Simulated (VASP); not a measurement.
Ta2C3:

```
CELL_PARAMETERS angstrom
3.02506 0.00000 0.00000
-1.51253 2.61978 0.00000
0.00000 0.00000 6.44142
ATOMIC_POSITIONS crystal
Ta 0.33333 0.66667 0.20835
Ta 0.66667 0.33333 0.79165
C 0.00000 0.00000 0.00000
C 0.33333 0.66667 0.54533
C 0.66667 0.33333 0.45467
```

Base run:

| Property | Result |
| --- | --- |
| Program | VASP 6.6.1 |
| Functional | PBE |
| Potentials or basis | VASP PAW PBE potentials, release 64 (Ta_pv, C) |
| Cutoff | 520 eV |
| k mesh | 12 × 12 × 4 |
| Occupations | gaussian, width 0.1 eV |
| Spin | no spin polarisation |

Its results: band gap on the k mesh zero (band 17 reaches 9.90 eV, above the bottom of band 18 at 7.59 eV); pressure 0.7 GPa; largest force 0.020 eV/Å.

Task: The run is repeated on the same cell with these changes: potentials or basis from VASP PAW PBE potentials, release 64 (Ta_pv, C) to VASP PAW PBE potentials, release 64 (Ta_sv_GW, C); cutoff from 520 eV to 600 eV; further incar settings from ALGO = Normal; EDIFF = 1e-06; NBANDS = 25 to ALGO = Normal; EDIFF = 1e-06; NBANDS = 27; valence electrons from 34 to 38. What comes out?

Result: Band gap on the k mesh zero (band 19 reaches 13.44 eV, above the bottom of band 20 at 11.14 eV); pressure 0.1 GPa; largest force 0.022 eV/Å.

Caveats: spin-orbit coupling is left out, which moves the levels of the heavy elements.
